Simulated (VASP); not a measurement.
Here is a VASP 6.6.1 calculation.

INCAR

```
SYSTEM = Al
ALGO = Normal
EDIFF = 1E-6
ENCUT = 500
GGA = PE
GGA_COMPAT = .FALSE.
ISIF = 2
ISMEAR = 1
LASPH = .TRUE.
LCHARG = .FALSE.
LREAL = .FALSE.
LWAVE = .FALSE.
NBANDS = 8
NELM = 120
PREC = Accurate
SIGMA = 0.1
```

Contents of KPOINTS:

```
k-points
0
G
  12 12 12
  0 0 0
```

The input POSCAR:

```
Al
1.0
    0.0000000000      2.0248100000      2.0248100000
    2.0248100000      0.0000000000      2.0248100000
    2.0248100000      2.0248100000      0.0000000000
Al
1
Direct
    0.0000000000      0.0000000000      0.0000000000
```

Potentials or basis: VASP PAW PBE potentials, release 64 (Al).

The run is started by

```bash
$ cat potpaw_PBE.64/Al/POTCAR > POTCAR
$ mpirun -np 1 vasp_std > vasp.out
```

(1) What does it give for the pressure?

Results:

(1) -0.3 GPa.
